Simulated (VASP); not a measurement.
A run of VASP 6.6.1 is set up as follows.

Contents of INCAR:

```
SYSTEM = W3C
  PREC = Accurate
  ENCUT = 520
  EDIFF = 1E-6
  ISMEAR = 0
  SIGMA = 0.1
  LREAL = .FALSE.
  LASPH = .TRUE.
  NELM = 80
  ALGO = Normal
  ISIF = 2
  LWAVE = .FALSE.
  LCHARG = .TRUE.
  LDIPOL = .TRUE.
  IDIPOL = 3
  DIPOL = 0.5 0.5 0.367
  GGA = PE
  LELF = .TRUE.
  LVHAR = .TRUE.
  LVACPOTAV = .TRUE.
  NBANDS = 31
```

File KPOINTS:

```
regular mesh
0
G
  9 9 1
  0 0 0
```

File POSCAR:

```
W3C
1.0
    2.8547213223      0.0000000000      0.0000000000
   -1.4273606611      2.4722611858      0.0000000000
    0.0000000000      0.0000000000     20.1973423164
W C
3 1
Direct
    0.6666666667      0.3333333333      0.1980458586
    0.3333333333      0.6666666667      0.3143385340
    0.0000000000      0.0000000000      0.4306181566
    0.0000000000      0.0000000000      0.5253636260
```

Potentials or basis: VASP PAW PBE potentials, release 64 (W_sv, C).

Run with:

```bash
$ cat potpaw_PBE.64/W_sv/POTCAR potpaw_PBE.64/C/POTCAR > POTCAR
$ mpirun -np 1 vasp_std > vasp.out
```

Problem. Estimate the largest force.

Solution. 0.216 eV/Å.

Problem. What does it give for the band gap on the k mesh?

Solution. Zero (bands 23 and 24 overlap by 0.92 eV).

Forces on the atoms (eV/Å):
```
W    0.000  0.000 -0.024
W    0.000  0.000  0.154
W    0.000  0.000 -0.216
C    0.000  0.000  0.086
```

Caveat: spin-orbit coupling is left out, which moves the levels of the heavy elements.
